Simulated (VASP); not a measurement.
**Al16N15F (a cell with a defect): single point with r2SCANh**

System: Al16N15F (a cell with a defect).

```
CELL_PARAMETERS angstrom
6.25951 0.00000 0.00000
-3.12976 5.42090 0.00000
0.00000 0.00000 10.03481
ATOMIC_POSITIONS crystal
Al 0.33333 0.16667 0.24962
Al 0.16667 0.33333 0.49962
Al 0.33333 0.16667 0.74962
Al 0.16667 0.33333 0.99962
Al 0.33333 0.66667 0.24962
Al 0.16667 0.83333 0.49962
Al 0.33333 0.66667 0.74962
Al 0.16667 0.83333 0.99962
Al 0.83333 0.16667 0.24962
Al 0.66667 0.33333 0.49962
Al 0.83333 0.16667 0.74962
Al 0.66667 0.33333 0.99962
Al 0.83333 0.66667 0.24962
Al 0.66667 0.83333 0.49962
Al 0.83333 0.66667 0.74962
Al 0.66667 0.83333 0.99962
N 0.33333 0.16667 0.44038
N 0.16667 0.33333 0.19038
N 0.33333 0.16667 0.94038
N 0.16667 0.33333 0.69038
N 0.33333 0.66667 0.44038
N 0.16667 0.83333 0.19038
N 0.33333 0.66667 0.94038
N 0.16667 0.83333 0.69038
N 0.83333 0.16667 0.44038
N 0.66667 0.33333 0.19038
N 0.83333 0.16667 0.94038
N 0.66667 0.33333 0.69038
N 0.66667 0.83333 0.19038
N 0.83333 0.66667 0.94038
N 0.66667 0.83333 0.69038
F 0.83333 0.66667 0.44038
```

- Program: VASP 6.6.1
- Task: single point
- Functional: r2SCANh
- Potentials or basis: VASP PAW PBE potentials, release 64 (Al, N, F)
- Cutoff: 580 eV
- k mesh: 1 × 1 × 1, shifted
- Occupations: fermi-dirac, width 0.01 eV
- Spin: no spin polarisation
- Dipole correction: no
- Grid for exact exchange (PRECFOCK): Fast
- Charge: 2
- Further INCAR settings: LREAL = Auto; ALGO = Normal; EDIFF = 1e-06; NBANDS = 87; ISYM = -1; NELECT = 128.0
- Share of exact exchange: 0.1

| Quantity | Value |
| --- | --- |
| Largest force | 5.741 eV/Å |

Forces in eV/Å, atoms in the order of the input:
```
Al  -0.466  0.269 -0.975
Al   0.066 -0.036  1.087
Al  -0.634  0.373  0.861
Al   0.142 -0.084 -0.264
Al  -0.120 -0.325 -0.940
Al   4.186  2.295  2.200
Al  -0.095 -0.506  0.825
Al   0.011 -0.120 -0.659
Al   0.228  0.264 -0.940
Al   0.114 -4.768  2.204
Al   0.384  0.345  0.828
Al   0.112  0.054 -0.668
Al  -0.141  0.089 -5.739
Al  -4.020  2.327  2.298
Al  -0.135  0.073  1.780
Al   0.247 -0.137 -0.647
N   -0.202  0.108 -0.237
N    0.182 -0.111  0.661
N   -0.027  0.014 -0.066
N    0.188 -0.104 -0.857
N   -0.185 -0.005 -0.280
N   -0.278 -0.341  1.887
N   -0.203  0.308 -0.047
N   -0.473 -0.442 -1.849
N   -0.091  0.158 -0.278
N    0.145  0.398  1.887
N   -0.365  0.017 -0.055
N    0.156  0.635 -1.857
N    0.670 -0.379  1.808
N   -0.179  0.103 -0.066
N    0.850 -0.508 -1.791
F   -0.065  0.036 -0.114
```

Levels at points of the mesh, in eV from the Fermi level:
```
           k point  band 61  band 62  band 63  band 64  band 65  band 66  band 67  band 68
(0.25, 0.25, 0.25)    -0.70    -0.65    -0.43    -0.32     4.01     5.54     5.87     6.22
```

It took 14 min on 1 thread of AMD EPYC 7R43 64-Core Processor (Zen 3), on a shared host, peak memory 0.56 GiB.

Caveat: the cell carries a net charge on a neutralising background, which shifts energy and pressure; the cell is charged against a uniform background, so pressure and absolute levels hang on convention; the PAW data sets were made with another functional, which shifts forces and pressure a little.
